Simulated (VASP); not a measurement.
# Li2Cl3 (P-3m1) in VASP: relaxation of cell and atoms with PBE

Aim: the relaxation of cell and atoms of Li2Cl3 with PBE.

Program: VASP 6.6.1. These are calculated values, not measurements. Logs are shortened: lines on timing, memory, paths and dates and some standing lists are left out, and cuts for length are marked.

## 1. The cell of the first run

The structure is trigonal, space group P-3m1 (No. 164). Conventional cell: a = 3.793 Å, b = 3.793 Å, c = 7.890 Å, α = 90.00°, β = 90.00°, γ = 120.00°. Within 3.2 Å of Li (site symmetry 3m) lie 6 Cl at 2.41 to 2.73 Å. Within 3.6 Å of Cl (site symmetry -3m) lie 6 Li at 2.73 Å and 6 Cl at 3.42 Å. Cl (site symmetry 3m) has 3 Li at 2.41 Å within 3.2 Å.

## 2. Relaxation of cell and atoms, PBE

The input, INCAR:

```
SYSTEM = Li2Cl3
PREC = Accurate
ENCUT = 600
EDIFF = 1E-6
ISMEAR = 0
SIGMA = 0.1
LREAL = .FALSE.
LASPH = .TRUE.
NELM = 80
ALGO = Normal
ISIF = 3
LWAVE = .FALSE.
LCHARG = .FALSE.
GGA = PE
IBRION = 2
NSW = 100
EDIFFG = -0.01
```

The input, KPOINTS:

```
regular mesh
0
G
  12 12 6
  0 0 0
```

The input, POSCAR:

```
Li2Cl3
1.0
    3.7933115873      0.0000000000      0.0000000000
   -1.8966557936      3.2851041991      0.0000000000
    0.0000000000      0.0000000000      7.8896429014
Li Cl
2 3
Direct
    0.3333333333      0.6666666667      0.2059033560
    0.6666666667      0.3333333333      0.7940966440
    0.0000000000      0.0000000000      0.0000000000
    0.3333333333      0.6666666667      0.6667373676
    0.6666666667      0.3333333333      0.3332626324
```

Potentials or basis: VASP PAW PBE potentials, release 64 (Li_sv, Cl).

Run with:

```sh
cat potpaw_PBE.64/Li_sv/POTCAR potpaw_PBE.64/Cl/POTCAR > POTCAR
mpirun -np 1 vasp_std > vasp.out
```

OUTCAR:

```text
SYSTEM = Li2Cl3
   PREC = Accurate
   ENCUT = 600
   EDIFF = 1E-6
   ISMEAR = 0
   LREAL = .FALSE.
   LASPH = .TRUE.
   NELM = 80
   ISIF = 3
   GGA = PE
   IBRION = 2
   NSW = 100
   EDIFFG = -0.01

 ion  position               nearest neighbor table
   1  0.333  0.667  0.206-   5 2.41   5 2.41   5 2.41
   2  0.667  0.333  0.794-   4 2.41   4 2.41   4 2.41
   3  0.000  0.000  0.000-
   4  0.333  0.667  0.667-   2 2.41   2 2.41   2 2.41
   5  0.667  0.333  0.333-   1 2.41   1 2.41   1 2.41

  LATTYP: Found a hexagonal cell.
 ALAT       =     3.7933115873
 C/A-ratio  =     2.0798826355

  Lattice vectors:

 A1 = (   3.7933115873,   0.0000000000,   0.0000000000)
 A2 = (  -1.8966557936,   3.2851041991,   0.0000000000)
 A3 = (   0.0000000000,   0.0000000000,   7.8896429014)

Analysis of symmetry for initial positions (statically):
=====================================================================
 Subroutine PRICEL returns:
 Original cell was already a primitive cell.

 Routine SETGRP: Setting up the symmetry group for a
 hexagonal supercell.

 Subroutine GETGRP returns: Found 12 space group operations
 (whereof 12 operations were pure point group operations)
 out of a pool of 24 trial point group operations.

The static configuration has the point symmetry D_3d.

Analysis of symmetry for dynamics (positions and initial velocities):
=====================================================================
 Subroutine PRICEL returns:
 Original cell was already a primitive cell.

 Routine SETGRP: Setting up the symmetry group for a
 hexagonal supercell.

 Subroutine GETGRP returns: Found 12 space group operations
 (whereof 12 operations were pure point group operations)
 out of a pool of 24 trial point group operations.

The dynamic configuration has the point symmetry D_3d.

 Subroutine INISYM returns: Found 12 space group operations
 (whereof 12 operations are pure point group operations),
 and found     1 'primitive' translations

----------------------------------------------------------------------------------------

                                     Primitive cell

  volume of cell :      98.3162

  direct lattice vectors                    reciprocal lattice vectors
     3.793311587  0.000000000  0.000000000     0.263621898  0.152202174  0.000000000
    -1.896655794  3.285104199  0.000000000     0.000000000  0.304404347  0.000000000
     0.000000000  0.000000000  7.889642901     0.000000000  0.000000000  0.126748449

  length of vectors
     3.793311587  3.793311587  7.889642901     0.304404347  0.304404347  0.126748449

  position of ions in fractional coordinates (direct lattice)
     0.333333333  0.666666667  0.205903356
     0.666666667  0.333333333  0.794096644
     0.000000000  0.000000000  0.000000000
     0.333333333  0.666666667  0.666737368
     0.666666667  0.333333333  0.333262632

  ion indices of the primitive-cell ions
   primitive index   ion index
                 1           1
                 2           2
                 3           3
                 4           4
                 5           5

----------------------------------------------------------------------------------------

 KPOINTS: regular mesh

Automatic generation of k-mesh.
 Grid dimensions read from file:
 generate k-points for:   12   12    6

 Generating k-lattice:

  Cartesian coordinates                     Fractional coordinates (reciprocal lattice)
     0.021968491  0.012683514  0.000000000     0.083333333  0.000000000  0.000000000
     0.000000000  0.025367029  0.000000000     0.000000000  0.083333333  0.000000000
     0.000000000  0.000000000  0.021124741     0.000000000  0.000000000  0.166666667

  Length of vectors
     0.025367029  0.025367029  0.021124741

  Shift w.r.t. Gamma in fractional coordinates (k-lattice)
     0.000000000  0.000000000  0.000000000

 Subroutine IBZKPT returns following result:
 ===========================================

 Found    100 irreducible k-points:

 Following reciprocal coordinates:
            Coordinates               Weight
  0.000000  0.000000  0.000000      1.000000
  0.083333 -0.000000  0.000000      6.000000
  0.166667 -0.000000  0.000000      6.000000
  0.250000 -0.000000  0.000000      6.000000
  0.333333 -0.000000  0.000000      6.000000
  0.416667  0.000000  0.000000      6.000000
[... 16 lines left out ...]
  0.166667 -0.000000  0.166667      6.000000
  0.000000  0.166667  0.166667      6.000000
 [... further k-points ...]
   k-points           NKPTS =    100   k-points in BZ     NKDIM =    100   number of bands    NBANDS=     17
   number of dos      NEDOS =    301   number of ions     NIONS =      5
   total plane-waves  NPLWV =  57600
   dimension x,y,z NGX =    30 NGY =   30 NGZ =   64
   dimension x,y,z NGXF=    60 NGYF=   60 NGZF=  128
   ions per type =               2   3
   NGX,Y,Z   is equivalent  to a cutoff of  13.15, 13.15, 13.49 a.u.
   NGXF,Y,Z  is equivalent  to a cutoff of  26.30, 26.30, 26.97 a.u.
 SYSTEM =  Li2Cl3
   PREC   = accura    normal or accurate (medium, high low for compatibility)
   ISTART =      0    job   : 0-new  1-cont  2-samecut
   ICHARG =      2    charge: 1-file 2-atom 10-const
   ISPIN  =      1    spin polarized calculation?
   LNONCOLLINEAR =      F non collinear calculations
   LSORBIT =      F    spin-orbit coupling
   LASPH  =      T    aspherical Exc in radial PAW
   ENCUT  =  600.0 eV  44.10 Ry    6.64 a.u.   7.58  7.58 15.76*2*pi/ulx,y,z
   NELM   =     80;   NELMIN=  2; NELMDL= -5     # of ELM steps
   EDIFF  = 0.1E-05   stopping-criterion for ELM
   LREAL  =      F    real-space projection
   EDIFFG = -.1E-01   stopping-criterion for IOM
   NSW    =    100    number of steps for IOM
   IBRION =      2    ionic relax: 0-MD 1-quasi-New 2-CG
   NFREE  =      1    steps in history (QN), initial steepest desc. (CG)
   ISIF   =      3    stress and relaxation
   ISYM   =      2    0-nonsym 1-usesym 2-fastsym
   POTIM  = 0.5000    time-step for ionic-motion
   TEBEG  =    0.0;   TEEND  =   0.0 temperature during run
   PSTRESS=    0.0 pullay stress
   NELECT =      27.0000    total number of electrons
   NUPDOWN=      -1.0000    fix difference up-down
   EMIN   =  10.00;   EMAX   =-10.00  energy-range for DOS
   EFERMI =   0.00;   METHOD = LEGACY
   ISMEAR =     0;   SIGMA  =   0.10  broadening in eV -4-tet -1-fermi 0-gaus
   EFERMI_NEDOS =   21; number of points for ismear=-14 and -15
   IALGO  =     38    algorithm
   IMIX   =      4    mixing-type and parameters
     AMIX     =   0.40;   BMIX     =  1.00
     AMIX_MAG =   1.60;   BMIX_MAG =  1.00
  volume/ion in A,a.u.               =      19.66       132.69
  Fermi-wavevector in a.u.,A,eV,Ry     =   1.064113  2.010882 15.406373  1.132336
  Thomas-Fermi vector in A             =   2.199621
   LORBIT       =      0    0 simple, 1 ext, 2 COOP (PROOUT), +10 PAW based schemes
   GGA     = PE    functional components
   LHFCALC =     F    Hartree Fock is set to
   AEXX    =    0.0000 exact exchange contribution
   IVDW    =     0    specifies the selected vdW correction
   LEPSILON=     F    determine dielectric tensor
   LRPA    =     F    only Hartree local field effects (RPA)
 conjugate gradient relaxation of ions
 non-spin polarized calculation
 Gauss-broadening in eV      SIGMA  =   0.10
  energy-cutoff  :      600.00
  volume of cell :       98.32
 maximum number of plane-waves:      3315
   NGX = 15   NGY = 15   NGZ = 31

--------------------------------------- Ionic step        1  -------------------------------------------

 number of electron      26.9999985 magnetization

 Free energy of the ion-electron system (eV)
  ---------------------------------------------------
  ext. energy  EPLUGINS =         0.00000000
  ---------------------------------------------------
  free energy    TOTEN  =       -15.50957633 eV

  energy without entropy =      -15.48238411  energy(sigma->0) =      -15.49598022

------------------------ aborting loop because EDIFF is reached ----------------------------------------

  FORCE on cell =-STRESS in cart. coord.  units (eV):
  Direction    XX          YY          ZZ          XY          YZ          ZX
  --------------------------------------------------------------------------------------
  -------------------------------------------------------------------------------------
  Total        0.1037260      0.1037260      0.0851519      0.0000000      0.0000000     -0.0000000
  in kB        1.6903368      1.6903368      1.3876493      0.0000000      0.0000000     -0.0000000
  external PRESSURE =       1.5894410 kB  Pullay stress =       0.0000000 kB
[... 180 lines left out ...]
  energy  without entropy=      -15.4827569470  energy(sigma->0) =      -15.49652713

--------------------------------------- Ionic step        6  -------------------------------------------

 number of electron      26.9999986 magnetization

 Free energy of the ion-electron system (eV)
  ---------------------------------------------------
  ext. energy  EPLUGINS =         0.00000000
  ---------------------------------------------------
  free energy    TOTEN  =       -15.51039435 eV

  energy without entropy =      -15.48286933  energy(sigma->0) =      -15.49663184

 E-fermi :  -0.2388     XC(G=0):  -8.3548

 val. band max:       -0.2402740454   @ k =   0.2500  -0.0000   0.5000
 cond. band min:      -0.2380799596   @ k =   0.1667   0.0833   0.5000
 fundamental gap:      0.0021940858
 Fermi energy:        -0.2387559891

 k-point     1 :       0.0000    0.0000    0.0000
  band No.  band energies     occupation
      1     -43.6356      2.00000
      2     -43.6353      2.00000
      3     -13.7609      2.00000
      4     -13.0962      2.00000
      5     -13.0298      2.00000
      6      -2.4243      2.00000
[... 9 lines left out ...]
     16       7.2180      0.00000
     17       7.9681      0.00000
[... 443 lines left out ...]
      1     -43.6354      2.00000
      2     -43.6350      2.00000
      3     -13.6476      2.00000
      4     -13.1584      2.00000
      5     -12.9072      2.00000
      6      -2.5840      2.00000
[... 9 lines left out ...]
     16       7.7556      0.00000
     17       8.6315      0.00000

 [... further k-points ...]

------------------------ aborting loop because EDIFF is reached ----------------------------------------

  FORCE on cell =-STRESS in cart. coord.  units (eV):
  Direction    XX          YY          ZZ          XY          YZ          ZX
  --------------------------------------------------------------------------------------
  -------------------------------------------------------------------------------------
  Total        0.0016062      0.0016062      0.0193224      0.0000000     -0.0000000     -0.0000000
  in kB        0.0258917      0.0258917      0.3114782      0.0000000     -0.0000000     -0.0000000
  external PRESSURE =       0.1210872 kB  Pullay stress =       0.0000000 kB
[... 20 lines left out ...]
  FREE ENERGIE OF THE ION-ELECTRON SYSTEM (eV)
  ---------------------------------------------------
  free  energy   TOTEN  =       -15.5103943486 eV

  energy  without entropy=      -15.4828693308  energy(sigma->0) =      -15.49663184

 reached required accuracy - stopping structural energy minimisation
```

Run time: 6 min. Hardware: 1 thread of Intel Xeon Platinum 8559C (Emerald Rapids), shared host; peak memory 0.33 GiB.

What came out:

| Property | Result |
| --- | --- |
| Free energy | -15.5104 eV |
| Relaxed volume | 19.88 Å³/atom |
| Relaxed cell | a = 3.807 Å, b = 3.807 Å, c = 7.917 Å, α = 90.00°, β = 90.00°, γ = 120.00° |
| Space group after relaxing (to 0.1 Å) | P-3m1 (No. 164) |
| Energy gained by relaxing | 0.2 meV/atom |
| Ionic steps | 6 |
| Pressure after relaxing | 0.0 GPa |
| Largest force after relaxing | 0.006 eV/Å |
| Band gap on the k mesh | zero (an odd number of electrons rules out a gap without spin polarisation) |

Forces in eV/Å, atoms in the order of the input:
```
Li   0.000  0.000 -0.003
Li   0.000  0.000  0.003
Cl   0.000  0.000  0.000
Cl   0.000  0.000 -0.006
Cl   0.000  0.000  0.006
```

The path:
| step | energy change (eV) | largest force (eV/Å) | pressure (GPa) | volume (Å³) |
| --- | --- | --- | --- | --- |
| 1 | 0.0000 | 0.0149 | 0.16 | 98.32 |
| 2 | -0.0003 | 0.0191 | 0.09 | 98.59 |
| 3 | -0.0004 | 0.0264 | -0.02 | 99.06 |
| 4 | -0.0005 | 0.0231 | -0.02 | 99.09 |
| 5 | -0.0007 | 0.0136 | 0.00 | 99.19 |
| 6 | -0.0008 | 0.0060 | 0.01 | 99.39 |

Final structure:
```cif
data_structure
_symmetry_space_group_name_H-M 'P 1'
_symmetry_Int_Tables_number 1
_cell_length_a 3.8074
_cell_length_b 3.8074
_cell_length_c 7.9168
_cell_angle_alpha 90.000
_cell_angle_beta 90.000
_cell_angle_gamma 120.000
_cell_volume 99.39
loop_
_atom_site_label
_atom_site_type_symbol
_atom_site_fract_x
_atom_site_fract_y
_atom_site_fract_z
_atom_site_occupancy
Li1 Li 0.33333 0.66667 0.20525 1
Li2 Li 0.66667 0.33333 0.79475 1
Cl1 Cl 0.00000 0.00000 0.00000 1
Cl2 Cl 0.33333 0.66667 0.66941 1
Cl3 Cl 0.66667 0.33333 0.33059 1
```

Caveat: the cutoff is under 1.25 times the usual one of these potentials, so pressure, stress and relaxed cells hold a basis-set (Pulay) error; an odd number of electrons without spin polarisation forces a metal; a magnetic or distorted state may lie lower.
